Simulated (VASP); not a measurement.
Write the native input for VASP 6.6.1 that does the following.

- Task: single point
- Functional: r2SCAN
- Potentials or basis: VASP PAW PBE potentials, release 64 (La)
- Cutoff: 520 eV
- k mesh: 10 × 10 × 3
- Occupations: methfessel-paxton, width 1 eV
- Spin: no spin polarisation
- Dipole correction: no
- Further INCAR settings: ALGO = Normal; EDIFF = 1e-06; NBANDS = 30

The system is La.

```
CELL_PARAMETERS angstrom
3.78717 0.00000 0.00000
-1.89358 3.27978 0.00000
0.00000 0.00000 12.06209
ATOMIC_POSITIONS crystal
La 0.00000 0.00000 0.00000
La 0.00000 0.00000 0.50000
La 0.33333 0.66667 0.75000
La 0.66667 0.33333 0.25000
```

One way to write it, as run:

POSCAR

```
La
1.0
    3.7871652420      0.0000000000      0.0000000000
   -1.8935826210      3.2797813079      0.0000000000
    0.0000000000      0.0000000000     12.0620946415
La
4
Direct
    1.0000000000      0.0000000000      0.0000000000
    1.0000000000      0.0000000000      0.5000000000
    0.3333333333      0.6666666667      0.7500000000
    0.6666666667      0.3333333333      0.2500000000
```

INCAR.step1

```
SYSTEM = La
ALGO = Normal ; EDIFF = 1E-4
ENCUT = 520 ; GGA = PE
ISMEAR = 1 ; LASPH = .True.
LCHARG = .False. ; LREAL = .False.
LWAVE = .True. ; NBANDS = 30
NELM = 60 ; PREC = Accurate
SIGMA = 1.0
```

INCAR.step2

```
SYSTEM = La
ALGO = Normal ; EDIFF = 1E-6
ENCUT = 520 ; ISIF = 2
ISMEAR = 1 ; ISTART = 1
LASPH = .True. ; LCHARG = .False.
LMIXTAU = .True. ; LREAL = .False.
LWAVE = .False. ; METAGGA = R2SCAN
NBANDS = 30 ; NELM = 60
PREC = Accurate ; SIGMA = 1.0
```

KPOINTS

```
k-points
0
Gamma
  10 10 3
  0 0 0
```

Potentials or basis: VASP PAW PBE potentials, release 64 (La).

Launch:

```console
$ cat potpaw_PBE.64/La/POTCAR > POTCAR
$ cp INCAR.step1 INCAR
$ mpirun -np 1 vasp_std > vasp.out
$ cp INCAR.step2 INCAR
$ mpirun -np 1 vasp_std > vasp.out
```

It gave:

```
Pressure               : -0.1 GPa
Band gap on the k mesh : zero (bands 22 and 23 overlap by 1.28 eV)
```

Caveat: so wide a smearing shifts energies and pressures; the PAW data sets were made with another functional, which shifts forces and pressure a little; spin-orbit coupling is left out, which moves the levels of the heavy elements.

It took 12 min on 1 thread of Intel(R) Xeon(R) 6975P-C (Granite Rapids), on a shared host, peak memory 0.34 GiB.
